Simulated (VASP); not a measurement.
BaTiO3, 10 atoms in the cell. Symmetry: Pm-3m, No. 221, cubic system. Conventional cell: a = 4.027 Å, b = 4.027 Å, c = 4.027 Å, α = 90.00°, β = 90.00°, γ = 90.00°. Within 3.8 Å of Ba (site symmetry m-3m) lie 12 O at 2.85 Å and 8 Ti at 3.49 Å. Within 2.7 Å of Ti (site symmetry m-3m) lie 6 O at 2.01 Å. O (site symmetry 4/mmm) has 2 Ti at 2.01 Å within 2.7 Å. Within 2.7 Å of O (site symmetry 4/mmm) lie 2 Ti at 2.01 Å. 

```yaml
Program: VASP 6.6.1
Task: single point
Functional: r2SCAN
Potentials_or_basis: VASP PAW PBE potentials, release 64 (Ba_sv, Ti_sv, O)
Cutoff: 520 eV
k_mesh: 5 × 6 × 5
Occupations: methfessel-paxton, width 0.0929 eV
Spin: no spin polarisation
Dipole_correction: no
Further_INCAR_settings: ALGO = Normal; EDIFF = 1e-07; NBANDS = 51
```

Potentials or basis: VASP PAW PBE potentials, release 64 (Ba_sv, Ti_sv, O).

Run with:

```console
$ cat potpaw_PBE.64/Ba_sv/POTCAR potpaw_PBE.64/Ti_sv/POTCAR potpaw_PBE.64/O/POTCAR > POTCAR
$ cp INCAR.step1 INCAR
$ mpirun -np 1 vasp_std > vasp.out
$ cp INCAR.step2 INCAR
$ mpirun -np 1 vasp_std > vasp.out
```

Hardware: 1 thread of Intel(R) Xeon(R) Platinum 8375C CPU @ 2.90GHz (Ice Lake) (shared host).

Problem. Estimate the wall time of this run.

Solution. It took 7.3 min on 1 thread of Intel(R) Xeon(R) Platinum 8375C CPU @ 2.90GHz (Ice Lake), with other jobs on the host, peak memory 0.32 GiB. Counts: k points 24.
